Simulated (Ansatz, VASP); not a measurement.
**Two plane-wave programs on Sc4Cl**

```
CELL_PARAMETERS angstrom
4.41398 0.00000 0.00000
0.00000 4.41398 0.00000
0.00000 0.00000 6.24231
ATOMIC_POSITIONS crystal
Sc 0.50000 0.00000 0.25000
Sc 0.00000 0.50000 0.75000
Sc 0.50000 0.00000 0.75000
Sc 0.00000 0.50000 0.25000
Cl 0.00000 0.00000 0.00000
```

Change from the starting cell: ordered vacancies on the anion sites of antifluorite (P4/mmm, No. 123).

Alike in both runs: task single point; functional PBE; k mesh 4 × 4 × 4; occupations gaussian, width 0.1 eV; collinear spin.

|  | VASP | Ansatz |
| --- | --- | --- |
| version | VASP 6.6.1 | Ansatz 0.2.0 |
| potentials or method | VASP PAW PBE potentials, release 64 (Sc_sv, Cl), cutoff 520 eV | scalar-relativistic, plane waves, PAW |
| valence electrons in the cell | 51 | 51 |

Ansatz gave:

```
gap on the k mesh at the Fermi level (eV)                     : none
pressure (GPa)                                                : -1.5
traceless stress, the component that is largest in VASP (GPa) : 0.73
rms of the force components (eV/Å)                            : 0.165
net moment per atom (μB)                                      : 0.49
size of the moment on the site where the two differ most (μB) : 0.37
```

Question: What did VASP give for the same quantities?

Answer: gap on the k mesh at the Fermi level (eV): none; pressure (GPa): -1.3; traceless stress, the component that is largest in VASP (GPa): 0.73; rms of the force components (eV/Å): 0.178; net moment per atom (μB): 0.49; size of the moment on the site where the two differ most (μB): 0.43.

Site moments also hang on the region over which each program counts them. Atom by atom the forces differ by 0.013 eV/Å (rms over components). A gap of «none» marks a metal or a gap that the smearing closes.
